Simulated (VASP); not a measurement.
Set up this calculation in VASP 6.6.1, as the native input.

```yaml
Task: single point
Functional: PBE
Potentials_or_basis: VASP PAW PBE potentials, release 64 (Zn, W_sv)
Cutoff: 520 eV
k_mesh: 4 × 4 × 4
Occupations: gaussian, width 0.1 eV
Spin: no spin polarisation
Dipole_correction: no
Further_INCAR_settings: ALGO = Normal; EDIFF = 1e-06; NBANDS = 49
```

The structure of ZnW2 lies in POSCAR:

```
ZnW2
1.0
    0.0000000000      3.5960849075      3.5960849075
    3.5960849075      0.0000000000      3.5960849075
    3.5960849075      3.5960849075      0.0000000000
Zn W
2 4
Direct
    0.0000000000      0.0000000000      0.0000000000
    0.2500000000      0.2500000000      0.2500000000
    0.6250000000      0.6250000000      0.6250000000
    0.1250000000      0.6250000000      0.6250000000
    0.6250000000      0.6250000000      0.1250000000
    0.6250000000      0.1250000000      0.6250000000
```

These files were run (other wordings do the same):

INCAR

```
PREC = Accurate
ENCUT = 520
EDIFF = 1E-6
ISMEAR = 0
SIGMA = 0.1
LREAL = False
LASPH = True
NELM = 100
ALGO = Normal
ISIF = 2
LWAVE = False
LCHARG = False
GGA = PE
NBANDS = 49
```

KPOINTS

```
regular mesh
0
Gamma
  4 4 4
```

Potentials or basis: VASP PAW PBE potentials, release 64 (Zn, W_sv).

The run is started by

```console
$ cat potpaw_PBE.64/Zn/POTCAR potpaw_PBE.64/W_sv/POTCAR > POTCAR
$ mpirun -np 1 vasp_std > vasp.out
```

It gave:

The pressure is 28.9 GPa and the band gap on the k mesh is zero (bands 40 and 41 overlap by 1.50 eV).

Caveat: the k points lie up to 0.38 Å⁻¹ apart, too coarse for converged energies and pressures of a metal; spin-orbit coupling is left out, which moves the levels of the heavy elements.

Wall time 27 s on 1 thread of Intel(R) Xeon(R) 6975P-C (Granite Rapids) (shared host), peak memory 0.23 GiB.
